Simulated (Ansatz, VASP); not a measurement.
Ga2Ge2O3 in VASP and in Ansatz

```xyz
14
Lattice="-4.2485 4.2485 4.2485 4.2485 -4.2485 4.2485 4.2485 4.2485 -4.2485" Properties=species:S:1:pos:R:3 pbc="T T T"
Ga   -2.1412    2.1073    2.1412
Ga    2.1412   -2.1412    2.1073
Ga    2.1073    2.1412   -2.1412
Ga    2.1412    2.1412    2.1412
Ge    4.7085    4.7085    4.7085
Ge    3.7885    0.4600   -0.4600
Ge   -0.4600    3.7885    0.4600
Ge    0.4600   -0.4600    3.7885
O     0.0000    2.1242    1.3631
O     4.2485    2.1242   -1.3631
O    -1.3631    4.2485    2.1242
O     1.3631    0.0000    2.1242
O     2.1242   -1.3631    4.2485
O     2.1242    1.3631    0.0000
```

Alike in both runs: functional PBE; k mesh 3 × 3 × 3; occupations gaussian, width 0.15 eV; no spin polarisation.

Ansatz relaxed the structure, and its values are those at the end. VASP's run is a single point on that final structure, the one shown.

```csv
,VASP,Ansatz
version,VASP 6.6.1,Ansatz 0.2.0
potentials or method,"VASP PAW PBE potentials, release 64 (Ga_d, Ge_d, O), cutoff 520 eV","scalar-relativistic, plane waves, PAW"
valence electrons in the cell,144,144
```

Ansatz gave:

* gap on the k mesh at the Fermi level (eV): 1.85
* least direct gap on the mesh (eV): 2.08
* pressure (GPa): 0.8
* rms of the force components (eV/Å): 0.009

Q: Estimate VASP's values.

A: gap on the k mesh at the Fermi level (eV): 1.84; least direct gap on the mesh (eV): 2.07; pressure (GPa): 0.9; rms of the force components (eV/Å): 0.024.

With one functional, cell and mesh, what is left measures potentials, basis and numerics.
